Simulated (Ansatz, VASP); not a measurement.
**H2S: VASP beside Ansatz**

```xyz
3
Lattice="12.3256 0.0000 0.0000 0.0000 12.8256 0.0000 0.0000 0.0000 13.3256" Properties=species:S:1:pos:R:3 pbc="T T T"
S     6.5260    6.5546    6.1229
H     6.3630    5.5315    6.9889
H     5.7480    7.3657    6.8735
```

Alike in both runs: functional PBE; dispersion D3(BJ); k mesh 1 × 1 × 1; occupations gaussian, width 0.005 eV; no spin polarisation.

Ansatz relaxed the structure, and its values are those at the end. VASP's run is a single point on that final structure, the one shown.

|  | VASP | Ansatz |
| --- | --- | --- |
| version | VASP 6.6.1 | Ansatz 0.2.0 |
| potentials or method | VASP PAW PBE potentials, release 64 (S, H_h) | scalar-relativistic, plane waves, PAW |
| plane-wave cutoff (eV) | 1000 | 420 |
| valence electrons in the cell | 8 | 8 |

```csv
,VASP,Ansatz,Ansatz less VASP
rms of the force components (eV/Å),0.044,0.016,-0.0281
```
